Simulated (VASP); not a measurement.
## Mn: single point with PBE

The system is Mn.

```xyz
1
Lattice="-1.3635 1.3635 1.3635 1.3635 -1.3635 1.3635 1.3635 1.3635 -1.3635" Properties=species:S:1:pos:R:3 pbc="T T T"
Mn    0.0000    0.0000    0.0000
```

```yaml
Program: VASP 6.6.1
Task: single point
Functional: PBE
Potentials_or_basis: VASP PAW PBE potentials, release 64 (Mn_pv)
Cutoff: 520 eV
k_mesh: 28 × 28 × 28
Occupations: fermi-dirac, width 0.0612256 eV
Spin: no spin polarisation
```

```json
{"Pressure": "19.5 GPa"}
```

Levels at points of the mesh, in eV from the Fermi level:
| k point | band 4 | band 5 | band 6 | band 7 | band 8 | band 9 |
| --- | --- | --- | --- | --- | --- | --- |
| (0.00, 0.00, 0.00) | -8.94 | -1.74 | -1.74 | -1.74 | 0.35 | 0.35 |
| (0.50, 0.00, 0.00) | -5.33 | -3.32 | 0.36 | 0.69 | 0.73 | 2.09 |
| (0.50, 0.50, 0.50) | -5.23 | -5.23 | 1.69 | 1.69 | 1.69 | 11.11 |

It took 23 s on 1 thread of Intel(R) Xeon(R) 6975P-C (Granite Rapids), with other jobs on the host, peak memory 0.18 GiB.

Caveat: the run has no spin polarisation, though such a crystal can be magnetic. Spin polarisation is off, so any magnetic state and its effect on volume and gap are missing.
